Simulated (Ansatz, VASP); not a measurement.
## Ge: VASP beside Ansatz

Contents of INCAR:

```
PREC     = Accurate       # precision mode
ENCUT    = 520            # plane-wave cutoff, eV
EDIFF    = 1E-6           # SCF threshold, eV
ISMEAR   = -1             # smearing method
SIGMA    = 0.05           # smearing width, eV
LREAL    = False          # projectors in reciprocal space
LASPH    = True           # aspherical terms in the spheres
NELM     = 100            # most SCF steps
ALGO     = Normal         # electronic algorithm
ISIF     = 2              # what is computed and relaxed
LWAVE    = False          # write WAVECAR
LCHARG   = False          # write CHGCAR
GGA      = CA             # functional
NBANDS   = 36             # bands
```

Contents of KPOINTS:

```
regular mesh
0
Gamma
  4 4 2
```

The input POSCAR:

```
Ge
1.0
    4.0504045371      0.0000000000      0.0000000000
   -2.0252022685      3.5077532247      0.0000000000
    0.0000000000      0.0000000000     10.9933590000
Ge
4
Direct
    0.6666666667      0.3333333333      0.4148480000
    0.3333333333      0.6666666667      0.9148480000
    0.0000000000      0.0000000000      0.4774520000
    0.0000000000      0.0000000000      0.9774520000
```

The input input.yaml:

```yaml
crystal:
  lattice:
    - [4.0504045371, 0.0, 0.0]
    - [-2.0252022685, 3.5077532247, 0.0]
    - [0.0, 0.0, 10.993359]
  atoms:
    - { symbol: Ge, position: [0.6666666667, 0.3333333333, 0.414848] }
    - { symbol: Ge, position: [0.3333333333, 0.6666666667, 0.914848] }
    - { symbol: Ge, position: [0.0, 0.0, 0.477452] }
    - { symbol: Ge, position: [0.0, 0.0, 0.977452] }
hamiltonian:
  xc: lda
  pseudopotentials: { kind: paw }
kpoints:
  mp_grid: { grid: [4, 4, 2] }
  band_path:
    path:
      - [[0.0, 0.0, 0.0], [0.5, 0.0, 0.0], [0.3333333333, 0.3333333333, 0.0], [0.0, 0.0, 0.0], [0.0, 0.0, 0.5], [0.5, 0.0, 0.5], [0.3333333333, 0.3333333333, 0.5], [0.0, 0.0, 0.5]]
      - [[0.5, 0.0, 0.5], [0.5, 0.0, 0.0]]
      - [[0.3333333333, 0.3333333333, 0.0], [0.3333333333, 0.3333333333, 0.5]]
    npoints: 14
scf:
  occupations: { method: fermi_dirac, width: 0.05 }
  n_extra_bands: 10
output:
  forces: true
  stress: true
  eigenvalues: true
  fatbands: true
```

Alike in both runs: functional LDA; k mesh 4 × 4 × 2; occupations fermi-dirac, width 0.05 eV; no spin polarisation.

|  | VASP | Ansatz |
| --- | --- | --- |
| version | VASP 6.6.1 | Ansatz 0.2.0 |
| potentials or method | VASP PAW LDA potentials, release 64 (Ge_d) | Ansatz PAW |
| plane-wave cutoff (eV) | 520 | 420 |
| valence electrons in the cell | 56 | 56 |
| task | single point | band structure |

```csv
,VASP,Ansatz,Ansatz less VASP
pressure (GPa),-2.4,-2.4,+0.03
"traceless stress, the component that is largest in VASP (GPa)",1.40,1.44,+0.037
rms of the force components (eV/Å),0.149,0.154,+0.0051
```

LDA's correlation is that of Perdew and Zunger in VASP and of Perdew and Wang (1992) in Ansatz. Atom by atom the forces differ by 0.005 eV/Å (rms over components).

The k mesh is coarse, so the values compare programs but aren't converged.
